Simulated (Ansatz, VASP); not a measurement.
## Si in VASP and in Ansatz

```
Si
1.0
     0.00000    5.43000    5.43000
     5.43000    0.00000    5.43000
     5.43000    5.43000    0.00000
Si
17
Direct
  0.00145 0.00128 0.99118
  0.12273 0.12226 0.12113
  0.99230 0.99212 0.49261
  0.11656 0.11639 0.61669
  0.01744 0.49350 0.99428
  0.16474 0.60729 0.10741
  0.00135 0.49087 0.50143
  0.12225 0.62061 0.62303
  0.49394 0.01709 0.99442
  0.60748 0.16469 0.10745
  0.49105 0.00123 0.50148
  0.62079 0.12196 0.62321
  0.52333 0.52330 0.02331
  0.65025 0.64985 0.15094
  0.49355 0.49324 0.51810
  0.60731 0.60716 0.66475
  0.78846 0.78840 0.28851
```

Alike in both runs: functional PBE; k mesh 2 × 2 × 2; occupations fermi-dirac, width 0.02 eV; no spin polarisation.

Ansatz relaxed the structure, and its values are those at the end. VASP's run is a single point on that final structure, the one shown.

```csv
,VASP,Ansatz
version,VASP 6.6.1,Ansatz 0.2.0
potentials or method,"VASP PAW PBE potentials, release 64 (Si), cutoff 520 eV","scalar-relativistic, plane waves, PAW"
valence electrons in the cell,68,68
```

```tsv
	VASP	Ansatz	Ansatz less VASP
rms of the force components (eV/Å)	0.006	0.006	-0.0002
```

The k mesh is coarse, so the values compare programs but aren't converged.
